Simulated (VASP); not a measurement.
# CoO (I4/mmm) in VASP: single point with PBE+U

Aim: the single point of CoO with PBE+U.

All numbers are computed with VASP 6.6.1; they aren't measurements. Logs are shortened: lines on timing, memory, paths and dates and some standing lists are left out, and cuts for length are marked.

## Step 1: The cell of the first run

The structure is tetragonal, space group I4/mmm (No. 139). Conventional cell: a = 3.016 Å, b = 3.016 Å, c = 4.215 Å, α = 90.00°, β = 90.00°, γ = 90.00°. Within 2.8 Å of Co (site symmetry 4/mmm) lie 6 O at 2.11 to 2.13 Å. O (site symmetry 4/mmm) has 6 Co at 2.11 to 2.13 Å within 2.8 Å.

## Step 2: Single point, PBE+U, collinear spin, ferromagnetic start

Input file INCAR:

```
SYSTEM = CoO
ALGO = Normal
EDIFF = 1E-6
ENCUT = 520
GGA = PE
ISIF = 2
ISMEAR = 0
ISPIN = 2
LASPH = .TRUE.
LCHARG = .TRUE.
LDAU = .TRUE.
LDAUJ = 0 0
LDAUL = 2 -1
LDAUPRINT = 1
LDAUTYPE = 2
LDAUU = 2 0
LELF = .TRUE.
LMAXMIX = 4
LORBIT = 11
LREAL = .FALSE.
LVHAR = .TRUE.
LWAVE = .FALSE.
MAGMOM = 3 3 0 0
NBANDS = 27
NELM = 150
PREC = Accurate
SIGMA = 0.05
```

Input file KPOINTS:

```
k-points
0
G
  9 9 9
  0 0 0
```

Input file POSCAR:

```
CoO
1.0
   -1.5080004400      1.5080004400      2.1072503600
    3.0160008800     -3.0160008800      4.2145007200
    1.5080004400      1.5080004400     -2.1072503600
Co O
2 2
Direct
    0.0000000000      0.0000000000      0.0000000000
    0.0000000000      0.5000000000      0.0000000000
    0.5000000000      0.2500000000      0.0000000000
    0.5000000000      0.7500000000      0.0000000000
```

Potentials or basis: VASP PAW PBE potentials, release 64 (Co, O).

Launch:

```bash
$ cat potpaw_PBE.64/Co/POTCAR potpaw_PBE.64/O/POTCAR > POTCAR
$ mpirun -np 1 vasp_std > vasp.out
```

OUTCAR:

```text
SYSTEM = CoO
   EDIFF = 1E-6
   ENCUT = 520
   GGA = PE
   ISIF = 2
   ISMEAR = 0
   ISPIN = 2
   LASPH = .TRUE.
   LORBIT = 11
   LREAL = .FALSE.
   NELM = 150
   PREC = Accurate

 ion  position               nearest neighbor table
   1  0.000  0.000  0.000-   3 2.11   4 2.11   4 2.13   3 2.13   3 2.13   4 2.13   2 3.00   2 3.00
                             2 3.00   2 3.00   2 3.02   2 3.02
   2  0.000  0.500  0.000-   4 2.11   3 2.11   4 2.13   3 2.13   4 2.13   3 2.13   1 3.00   1 3.00
                             1 3.00   1 3.00   1 3.02   1 3.02
   3  0.500  0.250  0.000-   2 2.11   1 2.11   2 2.13   1 2.13   2 2.13   1 2.13
   4  0.500  0.750  0.000-   1 2.11   2 2.11   2 2.13   1 2.13   1 2.13   2 2.13

  LATTYP: Found a base centered monoclinic cell.
 ALAT       =     5.1824972385
 B/A-ratio  =     0.5819589941
 C/A-ratio  =     1.0000000000
 COS(beta)  =    -0.3226474583

  Lattice vectors:

 A1 = (   1.5080004400,  -1.5080004400,  -2.1072503600)
 A2 = (   1.5080004400,   1.5080004400,  -2.1072503600)
 A3 = (   3.0160008800,   0.0000000000,   4.2145007200)

Analysis of symmetry for initial positions (statically):
=====================================================================
 Subroutine PRICEL returns following result:

  LATTYP: Found a body centered tetragonal cell.
 ALAT       =     3.0160008800
 C/A-ratio  =     1.3973804676
[... 12 lines left out ...]
 Subroutine GETGRP returns: Found  4 space group operations
 (whereof  4 operations were pure point group operations)
 out of a pool of  4 trial point group operations.

The static configuration has the point symmetry C_2h.

Analysis of symmetry for dynamics (positions and initial velocities):
=====================================================================
 Subroutine PRICEL returns following result:

  LATTYP: Found a body centered tetragonal cell.
 ALAT       =     3.0160008800
 C/A-ratio  =     1.3973804676
[... 12 lines left out ...]
 Subroutine GETGRP returns: Found  4 space group operations
 (whereof  4 operations were pure point group operations)
 out of a pool of  4 trial point group operations.

The dynamic configuration has the point symmetry C_2h.

Analysis of structural, dynamic, and magnetic symmetry:
=====================================================================
 Subroutine PRICEL returns following result:

  LATTYP: Found a body centered tetragonal cell.
 ALAT       =     3.0160008800
 C/A-ratio  =     1.3973804676
[... 12 lines left out ...]
 Subroutine GETGRP returns: Found  4 space group operations
 (whereof  4 operations were pure point group operations)
 out of a pool of  4 trial point group operations.

The overall configuration has the point symmetry C_2h.

 Subroutine INISYM returns: Found  4 space group operations
 (whereof  4 operations are pure point group operations),
 and found     2 'primitive' translations

----------------------------------------------------------------------------------------

                                     Primitive cell

  volume of cell :      19.1681

  direct lattice vectors                    reciprocal lattice vectors
[... 144 lines left out ...]
  0.0027  0.4925 -0.0000  0.0000  0.0000
  0.0000 -0.0000  0.1725  0.0008  0.0003
 -0.0000  0.0000  0.0008  0.4928 -0.0062
  0.0000  0.0000  0.0003 -0.0062  0.9492

 occupancies and eigenvectors

  o =  0.1419  v =  0.0000  0.0000  0.0000  0.0000  0.0000  1.0000 -0.0077 -0.0000  0.0000  0.0000      0.0000  0.0000  0.0000  0.0000  0.0000  0.0000  0.0000  0.0000  0.0000  0.0000
  o =  0.1725  v =  0.0000  0.0000  0.0000  0.0000  0.0000  0.0000  0.0000  1.0000 -0.0025 -0.0004      0.0000  0.0000  0.0000  0.0000  0.0000  0.0000  0.0000  0.0000  0.0000  0.0000
  o =  0.4925  v =  0.0000  0.0000  0.0000  0.0000  0.0000 -0.0077 -1.0000  0.0000  0.0000  0.0000      0.0000  0.0000  0.0000  0.0000  0.0000  0.0000  0.0000  0.0000  0.0000  0.0000
  o =  0.4927  v =  0.0000  0.0000  0.0000  0.0000  0.0000  0.0000  0.0000  0.0025  0.9999  0.0136      0.0000  0.0000  0.0000  0.0000  0.0000  0.0000  0.0000  0.0000  0.0000  0.0000
  o =  0.9492  v =  0.0000  0.0000  0.0000  0.0000  0.0000  0.0000  0.0000  0.0003 -0.0136  0.9999      0.0000  0.0000  0.0000  0.0000  0.0000  0.0000  0.0000  0.0000  0.0000  0.0000
  o =  0.9620  v = -0.0000 -0.0000 -0.0005 -0.0416 -0.9991  0.0000  0.0000  0.0000  0.0000  0.0000      0.0000  0.0000  0.0000  0.0000  0.0000  0.0000  0.0000  0.0000  0.0000  0.0000
  o =  0.9653  v = -0.0016  1.0000  0.0000 -0.0000  0.0000  0.0000  0.0000  0.0000  0.0000  0.0000      0.0000  0.0000  0.0000  0.0000  0.0000  0.0000  0.0000  0.0000  0.0000  0.0000
  o =  0.9653  v =  0.0000 -0.0000  0.0012 -0.9991  0.0416  0.0000  0.0000  0.0000  0.0000  0.0000      0.0000  0.0000  0.0000  0.0000  0.0000  0.0000  0.0000  0.0000  0.0000  0.0000
  o =  1.0057  v = -1.0000 -0.0016  0.0000  0.0000 -0.0000  0.0000  0.0000  0.0000  0.0000  0.0000      0.0000  0.0000  0.0000  0.0000  0.0000  0.0000  0.0000  0.0000  0.0000  0.0000
  o =  1.0093  v = -0.0000  0.0000 -1.0000 -0.0012  0.0005  0.0000  0.0000  0.0000  0.0000  0.0000      0.0000  0.0000  0.0000  0.0000  0.0000  0.0000  0.0000  0.0000  0.0000  0.0000

atom =   2  type =  1  l = 2

 onsite density matrix

spin component  1

  1.0057  0.0001  0.0000 -0.0000 -0.0000
  0.0001  0.9653 -0.0000  0.0000  0.0000
  0.0000 -0.0000  1.0093  0.0001 -0.0000
 -0.0000  0.0000  0.0001  0.9653 -0.0001
 -0.0000  0.0000 -0.0000 -0.0001  0.9621

spin component  2

  0.1420  0.0027 -0.0000 -0.0000  0.0000
  0.0027  0.4925 -0.0000  0.0000  0.0000
 -0.0000 -0.0000  0.1725  0.0008  0.0003
 -0.0000  0.0000  0.0008  0.4928 -0.0062
  0.0000  0.0000  0.0003 -0.0062  0.9492

 occupancies and eigenvectors

  o =  0.1419  v =  0.0000  0.0000  0.0000  0.0000  0.0000  1.0000 -0.0077 -0.0000  0.0000  0.0000      0.0000  0.0000  0.0000  0.0000  0.0000  0.0000  0.0000  0.0000  0.0000  0.0000
  o =  0.1725  v =  0.0000  0.0000  0.0000  0.0000  0.0000 -0.0000 -0.0000 -1.0000  0.0025  0.0004      0.0000  0.0000  0.0000  0.0000  0.0000  0.0000  0.0000  0.0000  0.0000  0.0000
  o =  0.4925  v =  0.0000  0.0000  0.0000  0.0000  0.0000 -0.0077 -1.0000  0.0000  0.0000  0.0000      0.0000  0.0000  0.0000  0.0000  0.0000  0.0000  0.0000  0.0000  0.0000  0.0000
  o =  0.4927  v =  0.0000  0.0000  0.0000  0.0000  0.0000  0.0000  0.0000  0.0025  0.9999  0.0136      0.0000  0.0000  0.0000  0.0000  0.0000  0.0000  0.0000  0.0000  0.0000  0.0000
  o =  0.9492  v =  0.0000  0.0000  0.0000  0.0000  0.0000 -0.0000 -0.0000 -0.0003  0.0136 -0.9999      0.0000  0.0000  0.0000  0.0000  0.0000  0.0000  0.0000  0.0000  0.0000  0.0000
  o =  0.9620  v = -0.0000  0.0000 -0.0005 -0.0416 -0.9991  0.0000  0.0000  0.0000  0.0000  0.0000      0.0000  0.0000  0.0000  0.0000  0.0000  0.0000  0.0000  0.0000  0.0000  0.0000
  o =  0.9653  v = -0.0016  1.0000  0.0000 -0.0000  0.0000  0.0000  0.0000  0.0000  0.0000  0.0000      0.0000  0.0000  0.0000  0.0000  0.0000  0.0000  0.0000  0.0000  0.0000  0.0000
  o =  0.9653  v =  0.0000 -0.0000  0.0012 -0.9991  0.0416  0.0000  0.0000  0.0000  0.0000  0.0000      0.0000  0.0000  0.0000  0.0000  0.0000  0.0000  0.0000  0.0000  0.0000  0.0000
  o =  1.0057  v = -1.0000 -0.0016  0.0000  0.0000 -0.0000  0.0000  0.0000  0.0000  0.0000  0.0000      0.0000  0.0000  0.0000  0.0000  0.0000  0.0000  0.0000  0.0000  0.0000  0.0000
  o =  1.0093  v = -0.0000  0.0000 -1.0000 -0.0012  0.0005  0.0000  0.0000  0.0000  0.0000  0.0000      0.0000  0.0000  0.0000  0.0000  0.0000  0.0000  0.0000  0.0000  0.0000  0.0000

 number of electron      30.0000011 magnetization       6.0002200

 Free energy of the ion-electron system (eV)
  ---------------------------------------------------
  ext. energy  EPLUGINS =         0.00000000
  ---------------------------------------------------
  free energy    TOTEN  =       -24.13508217 eV

  energy without entropy =      -24.12975412  energy(sigma->0) =      -24.13241814

 E-fermi :   7.8972     XC(G=0): -12.4389

 val. band max:        7.8968715318   @ k =   0.0000   0.1111  -0.0000
 cond. band min:       7.9004103385   @ k =   0.4444   0.0000   0.3333
 fundamental gap:      0.0035388067
 Fermi energy:         7.8972026684

 spin component 1

 k-point     1 :       0.0000    0.0000    0.0000
  band No.  band energies     occupation
      1     -12.1009      1.00000
      2     -10.8237      1.00000
      3      -0.2826      1.00000
      4       1.2698      1.00000
      5       1.5079      1.00000
      6       3.3514      1.00000
[... 1433 lines left out ...]
     26      25.6024      0.00000
     27      27.7313      0.00000

 [... further k-points ...]

------------------------ aborting loop because EDIFF is reached ----------------------------------------

  FORCE on cell =-STRESS in cart. coord.  units (eV):
  Direction    XX          YY          ZZ          XY          YZ          ZX
  --------------------------------------------------------------------------------------
  -------------------------------------------------------------------------------------
  Total        0.8145731      0.8082378     -1.1165866      0.0000000      0.0000000      0.0214719
  in kB       34.0432939     33.7785269    -46.6652845      0.0000000      0.0000000      0.8973729
  external PRESSURE =       7.0521787 kB  Pullay stress =       0.0000000 kB

 VOLUME and BASIS-vectors are now :
 -----------------------------------------------------------------------------
  energy-cutoff  :      520.00
  volume of cell :       38.34
      direct lattice vectors                 reciprocal lattice vectors
    -1.508000440  1.508000440  2.107250360     0.000000000  0.331564890  0.237276030
     3.016000880 -3.016000880  4.214500720     0.165782445  0.000000000  0.118638015
     1.508000440  1.508000440 -2.107250360     0.331564890  0.331564890  0.000000000

 POSITION                                       TOTAL-FORCE (eV/Angst)
 -----------------------------------------------------------------------------------
      0.00000      0.00000      0.00000         0.000000     -0.000000      0.000000
      1.50800     -1.50800      2.10725         0.000000     -0.000000     -0.000000
      0.00000      0.00000      2.10725         0.000000      0.000000     -0.000000
      1.50800     -1.50800      4.21450        -0.000000     -0.000000     -0.000000
 -----------------------------------------------------------------------------------
    total drift:                               -0.000000      0.000000     -0.000000

  FREE ENERGIE OF THE ION-ELECTRON SYSTEM (eV)
  ---------------------------------------------------
  free  energy   TOTEN  =       -24.1350821675 eV

  energy  without entropy=      -24.1297541184  energy(sigma->0) =      -24.13241814

 total charge

# of ion       s       p       d       tot
------------------------------------------
    1        0.301   0.368   7.133   7.801
    2        0.301   0.368   7.133   7.801
    3        1.553   3.449   0.000   5.002
    4        1.553   3.449   0.000   5.002
--------------------------------------------------
tot          3.707   7.634  14.265  25.606

 magnetization (x)

# of ion       s       p       d       tot
------------------------------------------
    1        0.020   0.018   2.658   2.696
    2        0.020   0.018   2.658   2.696
    3        0.026   0.248   0.000   0.274
    4        0.026   0.248   0.000   0.274
--------------------------------------------------
tot          0.093   0.532   5.317   5.941
```

It took 5 min on 1 thread of Intel Xeon Platinum 8488C (Sapphire Rapids), shared host; peak memory 0.41 GiB.

Results:

```yaml
Free_energy: -24.1351 eV
Pressure: 0.7 GPa
Band_gap_on_the_k_mesh: zero (filled and empty bands overlap)
Net_moment: 6.00 μB per cell
Site_moments: Co +2.70; O +0.27 μB
Valence_electrons_inside_the_program's_atomic_spheres: Co 7.80; O 5.00
```

Stress tensor (GPa, compression positive):
```
 3.40  0.00  0.09
 0.00  3.38  0.00
 0.09  0.00 -4.67
```

Eigenvalues of the final occupation matrices:
| site | spin | trace | eigenvalues |
| --- | --- | --- | --- |
| site 1 d | 1 | 4.91 | 0.96 0.97 0.97 1.01 1.01 |
| site 1 d | 2 | 2.25 | 0.14 0.17 0.49 0.49 0.95 |
| site 2 d | 1 | 4.91 | 0.96 0.97 0.97 1.01 1.01 |
| site 2 d | 2 | 2.25 | 0.14 0.17 0.49 0.49 0.95 |

Caveat: the stress differs along the axes, from -5 to 3 GPa. The state reached can hang on the start; a lower one may exist.
